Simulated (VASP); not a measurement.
# ZrB26As27 (a cell with a defect) in VASP: electric field gradients with PBE

Aim: the electric field gradients of ZrB26As27 (a cell with a defect) with PBE.

Program: VASP 6.6.1. These are calculated values, not measurements. Logs are shortened: lines on timing, memory, paths and dates and some standing lists are left out, and cuts for length are marked.

**1. The cell of the first run**

The cell holds a defect, 54 atoms: a = 10.134 Å, b = 10.134 Å, c = 10.134 Å, α = 60.00°, β = 60.00°, γ = 60.00°.

**2. Electric field gradients, PBE**

File INCAR:

```
SYSTEM = ZrB26As27
  PREC = Accurate
  ENCUT = 520
  EDIFF = 1E-8
  ISMEAR = -1
  SIGMA = 0.01
  LREAL = Auto
  LASPH = .True.
  NELM = 100
  ALGO = Normal
  ISIF = 2
  LWAVE = .False.
  LCHARG = .False.
  GGA = PE
  LEFG = .True.
  NELECT = 224.0
  NBANDS = 146
```

File KPOINTS:

```
Automatic mesh
0
Gamma
  2 2 2
  0 0 0
```

File POSCAR:

```
ZrB26As27
1.0
    0.0000000000      7.1655000000      7.1655000000
    7.1655000000      0.0000000000      7.1655000000
    7.1655000000      7.1655000000      0.0000000000
Zr B As
1 26 27
Direct
    0.0000000000      0.0000000000      0.0000000000
    0.0000000000      0.0000000000      0.3333333333
    0.0000000000      0.0000000000      0.6666666667
    0.0000000000      0.3333333333      0.0000000000
    0.0000000000      0.3333333333      0.3333333333
    0.0000000000      0.3333333333      0.6666666667
    0.0000000000      0.6666666667      0.0000000000
    0.0000000000      0.6666666667      0.3333333333
    0.0000000000      0.6666666667      0.6666666667
    0.3333333333      0.0000000000      0.0000000000
    0.3333333333      0.0000000000      0.3333333333
    0.3333333333      0.0000000000      0.6666666667
    0.3333333333      0.3333333333      0.0000000000
    0.3333333333      0.3333333333      0.3333333333
    0.3333333333      0.3333333333      0.6666666667
    0.3333333333      0.6666666667      0.0000000000
    0.3333333333      0.6666666667      0.3333333333
    0.3333333333      0.6666666667      0.6666666667
    0.6666666667      0.0000000000      0.0000000000
    0.6666666667      0.0000000000      0.3333333333
    0.6666666667      0.0000000000      0.6666666667
    0.6666666667      0.3333333333      0.0000000000
    0.6666666667      0.3333333333      0.3333333333
    0.6666666667      0.3333333333      0.6666666667
    0.6666666667      0.6666666667      0.0000000000
    0.6666666667      0.6666666667      0.3333333333
    0.6666666667      0.6666666667      0.6666666667
    0.0833333333      0.0833333333      0.0833333333
    0.0833333333      0.0833333333      0.4166666667
    0.0833333333      0.0833333333      0.7500000000
    0.0833333333      0.4166666667      0.0833333333
    0.0833333333      0.4166666667      0.4166666667
    0.0833333333      0.4166666667      0.7500000000
    0.0833333333      0.7500000000      0.0833333333
    0.0833333333      0.7500000000      0.4166666667
    0.0833333333      0.7500000000      0.7500000000
    0.4166666667      0.0833333333      0.0833333333
    0.4166666667      0.0833333333      0.4166666667
    0.4166666667      0.0833333333      0.7500000000
    0.4166666667      0.4166666667      0.0833333333
    0.4166666667      0.4166666667      0.4166666667
    0.4166666667      0.4166666667      0.7500000000
    0.4166666667      0.7500000000      0.0833333333
    0.4166666667      0.7500000000      0.4166666667
    0.4166666667      0.7500000000      0.7500000000
    0.7500000000      0.0833333333      0.0833333333
    0.7500000000      0.0833333333      0.4166666667
    0.7500000000      0.0833333333      0.7500000000
    0.7500000000      0.4166666667      0.0833333333
    0.7500000000      0.4166666667      0.4166666667
    0.7500000000      0.4166666667      0.7500000000
    0.7500000000      0.7500000000      0.0833333333
    0.7500000000      0.7500000000      0.4166666667
    0.7500000000      0.7500000000      0.7500000000
```

Potentials or basis: VASP PAW PBE potentials, release 64 (Zr_sv, B, As).

Started as:

```
$ cat potpaw_PBE.64/Zr_sv/POTCAR potpaw_PBE.64/B/POTCAR potpaw_PBE.64/As/POTCAR > POTCAR
$ mpirun -np 1 vasp_std > vasp.out
```

OUTCAR:

```text
SYSTEM = ZrB26As27
   PREC = Accurate
   ENCUT = 520
   EDIFF = 1E-8
   ISMEAR = -1
   LREAL = Auto
   LASPH = .True.
   NELM = 100
   ISIF = 2
   GGA = PE
   NELECT = 224.0

 ion  position               nearest neighbor table
   1  0.000  0.000  0.000-  28 2.07  30 2.07  34 2.07  46 2.07
   2  0.000  0.000  0.333-  28 2.07  29 2.07  35 2.07  47 2.07
   3  0.000  0.000  0.667-  30 2.07  29 2.07  36 2.07  48 2.07
   4  0.000  0.333  0.000-  28 2.07  31 2.07  33 2.07  49 2.07
   5  0.000  0.333  0.333-  29 2.07  31 2.07  50 2.07  32 2.07
   6  0.000  0.333  0.667-  30 2.07  32 2.07  33 2.07  51 2.07
[... 46 lines left out ...]
  53  0.750  0.750  0.417-   8 2.07  20 2.07  26 2.07  27 2.07
  54  0.750  0.750  0.750-  27 2.07  21 2.07  25 2.07   9 2.07

  LATTYP: Found a face centered cubic cell.
 ALAT       =    14.3310000000

  Lattice vectors:

 A1 = (   0.0000000000,   7.1655000000,   7.1655000000)
 A2 = (   7.1655000000,   0.0000000000,   7.1655000000)
 A3 = (   7.1655000000,   7.1655000000,   0.0000000000)

Analysis of symmetry for initial positions (statically):
=====================================================================
 Subroutine PRICEL returns:
 Original cell was already a primitive cell.

 Routine SETGRP: Setting up the symmetry group for a
 face centered cubic supercell.

 Subroutine GETGRP returns: Found 24 space group operations
 (whereof 24 operations were pure point group operations)
 out of a pool of 48 trial point group operations.

The static configuration has the point symmetry T_d .

Analysis of symmetry for dynamics (positions and initial velocities):
=====================================================================
 Subroutine PRICEL returns:
 Original cell was already a primitive cell.

 Routine SETGRP: Setting up the symmetry group for a
 face centered cubic supercell.

 Subroutine GETGRP returns: Found 24 space group operations
 (whereof 24 operations were pure point group operations)
 out of a pool of 48 trial point group operations.

The dynamic configuration has the point symmetry T_d .

 Subroutine INISYM returns: Found 24 space group operations
 (whereof 24 operations are pure point group operations),
 and found     1 'primitive' translations

----------------------------------------------------------------------------------------

                                     Primitive cell

  volume of cell :     735.8165

  direct lattice vectors                    reciprocal lattice vectors
     0.000000000  7.165500000  7.165500000    -0.069778801  0.069778801  0.069778801
     7.165500000  0.000000000  7.165500000     0.069778801 -0.069778801  0.069778801
     7.165500000  7.165500000  0.000000000     0.069778801  0.069778801 -0.069778801

  length of vectors
    10.133547281 10.133547281 10.133547281     0.120860429  0.120860429  0.120860429

  position of ions in fractional coordinates (direct lattice)
     0.000000000  0.000000000  0.000000000
     0.000000000  0.000000000  0.333333333
     0.000000000  0.000000000  0.666666667
     0.000000000  0.333333333  0.000000000
     0.000000000  0.333333333  0.333333333
     0.000000000  0.333333333  0.666666667
[... 46 lines left out ...]
     0.750000000  0.750000000  0.416666667
     0.750000000  0.750000000  0.750000000

  ion indices of the primitive-cell ions
   primitive index   ion index
                 1           1
                 2           2
                 3           3
                 4           4
[... 100 lines left out ...]
   EDIFF  = 0.1E-07   stopping-criterion for ELM
   LREAL  =      T    real-space projection
   EDIFFG = 0.1E-06   stopping-criterion for IOM
   NSW    =      0    number of steps for IOM
   IBRION =     -1    ionic relax: 0-MD 1-quasi-New 2-CG
   NFREE  =      0    steps in history (QN), initial steepest desc. (CG)
   ISIF   =      2    stress and relaxation
   ISYM   =      2    0-nonsym 1-usesym 2-fastsym
   POTIM  = 0.5000    time-step for ionic-motion
   TEBEG  =    0.0;   TEEND  =   0.0 temperature during run
   PSTRESS=    0.0 pullay stress
   NELECT =     224.0000    total number of electrons
   NUPDOWN=      -1.0000    fix difference up-down
   EMIN   =  10.00;   EMAX   =-10.00  energy-range for DOS
   EFERMI =   0.00;   METHOD = LEGACY
   ISMEAR =    -1;   SIGMA  =   0.01  broadening in eV -4-tet -1-fermi 0-gaus
   EFERMI_NEDOS =   21; number of points for ismear=-14 and -15
   IALGO  =     38    algorithm
   IMIX   =      4    mixing-type and parameters
     AMIX     =   0.40;   BMIX     =  1.00
     AMIX_MAG =   1.60;   BMIX_MAG =  1.00
  volume/ion in A,a.u.               =      13.63        91.95
  Fermi-wavevector in a.u.,A,eV,Ry     =   1.101288  2.081133 16.501633  1.212836
  Thomas-Fermi vector in A             =   2.237713
   LORBIT       =      0    0 simple, 1 ext, 2 COOP (PROOUT), +10 PAW based schemes
   GGA     = PE    functional components
   LHFCALC =     F    Hartree Fock is set to
   AEXX    =    0.0000 exact exchange contribution
   IVDW    =     0    specifies the selected vdW correction
   LEPSILON=     F    determine dielectric tensor
   LRPA    =     F    only Hartree local field effects (RPA)
 non-spin polarized calculation
  energy-cutoff  :      520.00
  volume of cell :      735.82
 maximum number of plane-waves:     19902
 NGX is ok and might be reduce to    80
   NGX = 37   NGY = 37   NGZ = 37

 number of electron     223.9999999 magnetization

 Free energy of the ion-electron system (eV)
  ---------------------------------------------------
  ext. energy  EPLUGINS =         0.00000000
  ---------------------------------------------------
  free energy    TOTEN  =      -302.65685495 eV

  energy without entropy =     -302.65394072  energy(sigma->0) =     -302.65539783

 E-fermi :   6.2009     XC(G=0): -10.6456

 val. band max:        6.1719396982   @ k =   0.0000   0.0000   0.0000
 cond. band min:       6.2255422877   @ k =   0.0000   0.0000   0.0000
 fundamental gap:      0.0536025895
 Fermi energy:         6.2009093079

 k-point     1 :       0.0000    0.0000    0.0000
  band No.  band energies     occupation
      1     -41.6329      2.00000
      2     -20.5341      2.00000
      3     -20.5341      2.00000
      4     -20.5341      2.00000
      5      -8.9682      2.00000
      6      -7.3069      2.00000
[... 370 lines left out ...]
    123       9.3804      0.00000
    124       9.4399      0.00000
 [bands above 124 left out]

------------------------ aborting loop because EDIFF is reached ----------------------------------------

  FORCE on cell =-STRESS in cart. coord.  units (eV):
  Direction    XX          YY          ZZ          XY          YZ          ZX
  --------------------------------------------------------------------------------------
  -------------------------------------------------------------------------------------
  Total       46.4973090     46.4973090     46.4973090     -0.0000000      0.0000000      0.0000000
  in kB      101.2439091    101.2439091    101.2439091     -0.0000000      0.0000000      0.0000000
  external PRESSURE =     101.2439091 kB  Pullay stress =       0.0000000 kB

 VOLUME and BASIS-vectors are now :
 -----------------------------------------------------------------------------
  energy-cutoff  :      520.00
  volume of cell :      735.82
      direct lattice vectors                 reciprocal lattice vectors
     0.000000000  7.165500000  7.165500000    -0.069778801  0.069778801  0.069778801
     7.165500000  0.000000000  7.165500000     0.069778801 -0.069778801  0.069778801
     7.165500000  7.165500000  0.000000000     0.069778801  0.069778801 -0.069778801

 POSITION                                       TOTAL-FORCE (eV/Angst)
 -----------------------------------------------------------------------------------
      0.00000      0.00000      0.00000        -0.000000     -0.000000     -0.000000
      2.38850      2.38850      0.00000         0.324284      0.324284     -0.280535
      4.77700      4.77700      0.00000        -0.324284     -0.324284     -0.280535
      2.38850      0.00000      2.38850         0.324284     -0.280535      0.324284
      4.77700      2.38850      2.38850         0.033319     -0.033319     -0.033319
      7.16550      4.77700      2.38850         0.280535     -0.324284      0.324284
[... 46 lines left out ...]
      8.35975      8.35975     10.74825        -0.057741     -0.057741     -0.091120
     10.74825     10.74825     10.74825        -0.000000     -0.000000     -0.000000
 -----------------------------------------------------------------------------------
    total drift:                                0.000002      0.000002      0.000002

  FREE ENERGIE OF THE ION-ELECTRON SYSTEM (eV)
  ---------------------------------------------------
  free  energy   TOTEN  =      -302.6568549454 eV

  energy  without entropy=     -302.6539407214  energy(sigma->0) =     -302.65539783

 Electric field gradients (V/A^2)
---------------------------------------------------------------------
 ion       V_xx      V_yy      V_zz      V_xy      V_xz      V_yz
---------------------------------------------------------------------
   1      -0.000    -0.000     0.000     0.000     0.000     0.000
   2       0.551     0.551    -1.101     3.710    -2.105    -2.105
   3       0.551     0.551    -1.101     3.710     2.105     2.105
   4       0.551    -1.101     0.551    -2.105     3.710    -2.105
   5      -0.000     0.000     0.000     0.232     0.232    -0.232
   6      -1.101     0.551     0.551    -2.105     2.105    -3.710
[... 46 lines left out ...]
  53       1.064     1.064    -2.128    -9.349    -2.032    -2.032
  54      -0.000    -0.000    -0.000    -0.000    -0.000    -0.000
---------------------------------------------------------------------

 Electric field gradients after diagonalization (V/A^2)
 (convention: |V_zz| > |V_xx| > |V_yy|)
----------------------------------------------------------------------
 ion       V_xx      V_yy      V_zz     asymmetry (V_yy - V_xx)/ V_zz
----------------------------------------------------------------------
   1      -0.000    -0.000     0.000       0.000
   2      -3.159    -2.426     5.586       0.131
   3      -3.159    -2.426     5.586       0.131
   4      -3.159    -2.426     5.586       0.131
   5       0.232     0.232    -0.465       0.000
   6      -3.159    -2.426     5.586       0.131
[... 46 lines left out ...]
  53      -9.418    -0.996    10.413       0.809
  54       0.000     0.000    -0.001       0.000
----------------------------------------------------------------------

           NMR quadrupolar parameters

 Cq : quadrupolar parameter    Cq=e*Q*V_zz/h
 eta: asymmetry parameters     (V_yy - V_xx)/ V_zz
 Q  : nuclear electric quadrupole moment in mb (millibarn)
----------------------------------------------------------------------
 ion       Cq(MHz)       eta       Q (mb)
----------------------------------------------------------------------
   1       0.000       0.000       1.000
   2       0.014       0.131       1.000
   3       0.014       0.131       1.000
   4       0.014       0.131       1.000
   5      -0.001       0.000       1.000
   6       0.014       0.131       1.000
[... 46 lines left out ...]
  53       0.025       0.809       1.000
  54      -0.000       0.000       1.000
----------------------------------------------------------------------
```

Run time: 33 min. Hardware: 1 thread of Intel Xeon 8259CL, shared host; peak memory 1.1 GiB.

What came out:

```
Free energy                             : -302.6569 eV
Largest force                           : 12.901 eV/Å
Largest electric field gradient by atom : Zr -0.0; B +5.6, -0.5, -0.6, -0.4 (each value once); As -211.4, +28.1, +10.4, -1.2, -0.0 (each value once) V/Å²
```

Forces on the atoms (eV/Å):
```
Zr   0.000  0.000  0.000
B    0.324  0.324 -0.281
B   -0.324 -0.324 -0.281
B    0.324 -0.281  0.324
B    0.033 -0.033 -0.033
B    0.281 -0.324  0.324
B   -0.324 -0.281 -0.324
B    0.281  0.324 -0.324
B    0.056 -0.056 -0.056
B   -0.281  0.324  0.324
B   -0.033  0.033 -0.033
B   -0.324  0.281  0.324
B   -0.033 -0.033  0.033
B    0.033  0.033  0.033
B    0.000  0.000  0.002
B   -0.324  0.324  0.281
B    0.000  0.002  0.000
B   -0.002  0.000  0.000
B   -0.281 -0.324 -0.324
B    0.324  0.281 -0.324
B   -0.056  0.056 -0.056
B    0.324 -0.324  0.281
B    0.002  0.000  0.000
B    0.000 -0.002  0.000
B   -0.056 -0.056  0.056
B    0.000  0.000 -0.002
B    0.056  0.056  0.056
As   7.448  7.448  7.448
As   0.000  0.000  0.165
As  -7.448 -7.448  7.448
As   0.000  0.165  0.000
As  -0.165  0.000  0.000
As  -0.058  0.058  0.091
As  -7.448  7.448 -7.448
As  -0.058  0.091  0.058
As  -0.091  0.058  0.058
As   0.165  0.000  0.000
As   0.000 -0.165  0.000
As   0.058 -0.058  0.091
As   0.000  0.000 -0.165
As  -0.005 -0.005 -0.005
As   0.005  0.005 -0.005
As   0.058  0.091 -0.058
As   0.005 -0.005  0.005
As  -0.091 -0.058 -0.058
As   7.448 -7.448 -7.448
As   0.091 -0.058  0.058
As   0.058 -0.091  0.058
As   0.091  0.058 -0.058
As  -0.005  0.005  0.005
As  -0.058 -0.091 -0.058
As   0.058  0.058 -0.091
As  -0.058 -0.058 -0.091
As   0.000  0.000  0.000
```

Electric field gradients, principal values (V/Å²):
| atom | least | middle | greatest (by size) |
| --- | --- | --- | --- |
| 1 Zr | 0.000 | 0.000 | 0.000 |
| 2 B | -2.426 | -3.159 | 5.586 |
| 3 B | -2.426 | -3.159 | 5.586 |
| 4 B | -2.426 | -3.159 | 5.586 |
| 5 B | 0.232 | 0.232 | -0.465 |
| 6 B | -2.426 | -3.159 | 5.586 |
| 7 B | -2.426 | -3.159 | 5.586 |
| 8 B | -2.426 | -3.159 | 5.586 |
| 9 B | 0.324 | 0.324 | -0.648 |
| 10 B | -2.426 | -3.159 | 5.586 |
| 11 B | 0.232 | 0.232 | -0.465 |
| 12 B | -2.426 | -3.159 | 5.586 |
| 13 B | 0.232 | 0.232 | -0.465 |
| 14 B | 0.232 | 0.232 | -0.465 |
| 15 B | 0.060 | 0.315 | -0.376 |
| 16 B | -2.426 | -3.159 | 5.586 |
| 17 B | 0.060 | 0.315 | -0.376 |
| 18 B | 0.060 | 0.315 | -0.376 |
| 19 B | -2.426 | -3.159 | 5.586 |
| 20 B | -2.426 | -3.159 | 5.586 |
| 21 B | 0.324 | 0.324 | -0.648 |
| 22 B | -2.426 | -3.159 | 5.586 |
| 23 B | 0.060 | 0.315 | -0.376 |
| 24 B | 0.060 | 0.315 | -0.376 |
| 25 B | 0.324 | 0.324 | -0.648 |
| 26 B | 0.060 | 0.315 | -0.376 |
| 27 B | 0.324 | 0.324 | -0.648 |
| 28 As | 105.694 | 105.694 | -211.389 |
| 29 As | -12.579 | -15.495 | 28.074 |
| 30 As | 105.694 | 105.694 | -211.388 |
| 31 As | -12.579 | -15.495 | 28.074 |
| 32 As | -12.579 | -15.495 | 28.074 |
| 33 As | -0.995 | -9.417 | 10.412 |
| 34 As | 105.694 | 105.694 | -211.388 |
| 35 As | -0.995 | -9.417 | 10.412 |
| 36 As | -0.996 | -9.417 | 10.413 |
| 37 As | -12.579 | -15.495 | 28.074 |
| 38 As | -12.579 | -15.495 | 28.074 |
| 39 As | -0.995 | -9.417 | 10.412 |
| 40 As | -12.579 | -15.495 | 28.074 |
| 41 As | 0.621 | 0.621 | -1.243 |
| 42 As | 0.621 | 0.621 | -1.242 |
| 43 As | -0.995 | -9.417 | 10.412 |
| 44 As | 0.621 | 0.621 | -1.242 |
| 45 As | -0.996 | -9.418 | 10.413 |
| 46 As | 105.694 | 105.694 | -211.388 |
| 47 As | -0.995 | -9.417 | 10.412 |
| 48 As | -0.996 | -9.417 | 10.413 |
| 49 As | -0.995 | -9.417 | 10.412 |
| 50 As | 0.621 | 0.621 | -1.242 |
| 51 As | -0.996 | -9.418 | 10.413 |
| 52 As | -0.996 | -9.417 | 10.413 |
| 53 As | -0.996 | -9.418 | 10.413 |
| 54 As | 0.000 | 0.000 | -0.001 |

Caveat: the cell carries a net charge on a neutralising background, which shifts energy and pressure; the cell is charged against a uniform background, so pressure and absolute levels hang on convention; without QUAD_EFG the Cq values of the log hold for a quadrupole moment of 1 mb, not for the nuclei.
